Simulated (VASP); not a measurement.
Wanted: the native input for a VASP 6.6.1 run.

```
Task                   : single point
Functional             : PBE
Potentials or basis    : VASP PAW PBE potentials, release 64 (Ti_sv)
Cutoff                 : 500 eV
k mesh                 : 12 × 12 × 14
Occupations            : gaussian, width 0.15 eV
Spin                   : no spin polarisation
Dipole correction      : no
Further INCAR settings : ALGO = Normal; EDIFF = 1e-06; NBANDS = 25
```

The structure of Ti lies in POSCAR:

```
Ti
1.0
    4.5790987804      0.0000000000      0.0000000000
   -2.2895493902      3.9656158702      0.0000000000
    0.0000000000      0.0000000000      2.8317615649
Ti
3
Direct
    0.0000000000      0.0000000000      0.0000000000
    0.3333333333      0.6666666667      0.4491482610
    0.6666666667      0.3333333333      0.5508517390
```

This cell differs from its parent crystal: atoms displaced along a vibrational mode.

One way to write it, as run:

INCAR

```
ALGO = Normal
EDIFF = 1E-6
ENCUT = 500
GGA = PE
GGA_COMPAT = False
ISIF = 2
ISMEAR = 0
LASPH = True
LCHARG = False
LREAL = False
LWAVE = False
NBANDS = 25
NELM = 120
PREC = Accurate
SIGMA = 0.15
```

KPOINTS

```
k-points
0
Gamma
  12 12 14
```

Potentials or basis: VASP PAW PBE potentials, release 64 (Ti_sv).

The run is started by

```bash
$ cat potpaw_PBE.64/Ti_sv/POTCAR > POTCAR
$ mpirun -np 1 vasp_std > vasp.out
```

It gave:

The pressure is -0.1 GPa. The largest force is 0.485 eV/Å and the band gap on the k mesh is zero (bands 18 and 19 overlap by 0.33 eV).

Caveat: the cell differs from its parent crystal (atoms displaced along a vibrational mode).

Wall time 3.6 min on 1 thread of Oxide Virtual Turin-like Processor (shared host), peak memory 0.29 GiB.
